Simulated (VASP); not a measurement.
A run of VASP 6.6.1:

INCAR

```
PREC = Accurate
ENCUT = 520
EDIFF = 1E-6
ISMEAR = 0
SIGMA = 0.1
LREAL = F
LASPH = T
NELM = 100
ALGO = Normal
ISIF = 2
LWAVE = F
LCHARG = T
LDIPOL = T
IDIPOL = 3
DIPOL = 0.5 0.5 0.331
GGA = PE
IVDW = 12
LELF = T
LVHAR = T
LVACPOTAV = T
NBANDS = 30
```

File KPOINTS:

```
Automatic mesh
0
Gamma
  6 6 1
```

File POSCAR:

```
In2As2F
1.0
    4.3220706728      0.0000000000      0.0000000000
   -2.1610353364      3.7430229996      0.0000000000
    0.0000000000      0.0000000000     21.7386927254
As In F
2 2 1
Direct
    0.0000000000      0.0000000000      0.1840037048
    0.3333333333      0.6666666667      0.3557112061
    0.3333333333      0.6666666667      0.2245875152
    0.6666666667      0.3333333333      0.3881876814
    1.3333333333      0.5555555556      0.5031899969
```

Potentials or basis: VASP PAW PBE potentials, release 64 (As, In_d, F).

The run is started by

```bash
$ cat potpaw_PBE.64/As/POTCAR potpaw_PBE.64/In_d/POTCAR potpaw_PBE.64/F/POTCAR > POTCAR
$ mpirun -np 1 vasp_std > vasp.out
```

Hardware: 1 thread of AMD EPYC 7571 (shared host).

**Question.** Estimate the wall time of this run.

**Answer.** Wall time 18 min on 1 thread of AMD EPYC 7571, with other jobs on the host, peak memory 0.48 GiB. Counts: scf iterations 31, k points 20.
